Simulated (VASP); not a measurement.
**LiH: single point with HSE06**

The system is LiH.

```
CELL_PARAMETERS angstrom
0.00000 1.99847 1.99847
1.99847 0.00000 1.99847
1.99847 1.99847 0.00000
ATOMIC_POSITIONS crystal
Li 0.00000 0.00000 0.00000
H 0.50000 0.50000 0.50000
```

- Program: VASP 6.6.1
- Task: single point
- Functional: HSE06
- Potentials or basis: VASP PAW PBE potentials, release 64 (Li_sv, H)
- Cutoff: 520 eV
- k mesh: 6 × 6 × 6
- Occupations: gaussian, width 0.01 eV
- Spin: no spin polarisation

```
Band gap on the k mesh : 3.97 eV
```

Levels at points of the mesh, in eV from the valence-band top:
| k point | band 1 | band 2 | band 3 | band 4 | band 5 |
| --- | --- | --- | --- | --- | --- |
| (0.00, 0.00, 0.00) | -47.28 | -6.11 | 18.07 | 19.56 | 19.56 |
| (0.50, 0.00, 0.00) | -47.23 | -2.90 | 5.98 | 15.34 | 18.10 |
| (0.50, 0.50, 0.00) | -47.21 | 0.00 | 3.97 | 12.22 | 12.22 |

Run time: 58 s on 1 thread of Intel(R) Xeon(R) Platinum 8488C (Sapphire Rapids) (shared host), peak memory 0.23 GiB.

Caveat: the k points lie up to 0.45 Å⁻¹ apart. A k mesh can miss the band edges.
